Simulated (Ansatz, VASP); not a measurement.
One calculation of HfC, two programs

```
Hf C
1.0
     0.00000    2.28635    2.28635
     2.28635    0.00000    2.28635
     2.28635    2.28635    0.00000
Hf C
1 1
Direct
  0.50000 0.50000 0.50000
  0.00000 0.00000 0.00000
```

Alike in both runs: functional LDA; k mesh 16 × 16 × 16; occupations gaussian, width 0.1 eV; no spin polarisation.

Ansatz relaxed the structure, and its values are those at the end. VASP's run is a single point on that final structure, the one shown.

```csv
,VASP,Ansatz
version,VASP 6.6.1,Ansatz 0.2.0
potentials or method,"VASP PAW LDA potentials, release 64 (Hf_pv, C), cutoff 520 eV","scalar-relativistic, plane waves, PAW"
valence electrons in the cell,14,30
```

|  | VASP | Ansatz | Ansatz less VASP |
| --- | --- | --- | --- |
| gap on the k mesh at the Fermi level (eV) | none | none | - |
| pressure (GPa) | 0.6 | 0.0 | -0.63 |

LDA's correlation is that of Perdew and Zunger in VASP and of Perdew and Wang (1992) in Ansatz. A gap of «none» marks a metal or a gap that the smearing closes. VASP's potentials hold 14 valence electrons a cell and Ansatz's 30, so a difference there can come from the potentials and not from the codes.

Spin-orbit coupling is off throughout.
